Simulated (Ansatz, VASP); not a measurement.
## Si2W in VASP and in Ansatz

```
CELL_PARAMETERS angstrom
-1.55922 1.55922 3.82008
1.55922 -1.55922 3.82008
1.55922 1.55922 -3.82008
ATOMIC_POSITIONS crystal
W 0.00000 0.00000 0.00000
Si 0.33500 0.33500 0.00000
Si 0.66500 0.66500 0.00000
```

Alike in both runs: task relaxation of cell and atoms; functional PBE; k mesh 15 × 15 × 15; occupations fermi-dirac, width 0.05 eV; no spin polarisation.

```csv
,VASP,Ansatz
version,VASP 6.6.1,Ansatz 0.2.0
potentials or method,"VASP PAW PBE potentials, release 64 (W_sv, Si)","PAW with Ansatz's default frozen-core files, scalar-relativistic"
plane-wave cutoff (eV),600,420
valence electrons in the cell,22,22
```

VASP gave:

| Item | Value |
| --- | --- |
| relaxed volume (Å³/atom) | 13.68 |
| relaxed cell length with the largest relative difference (Å) | 4.549 |

Q: What did Ansatz give for the same quantities?

A: Relaxed volume (Å³/atom): 13.67; relaxed cell length with the largest relative difference (Å): 4.548.

Spin-orbit coupling is off throughout.
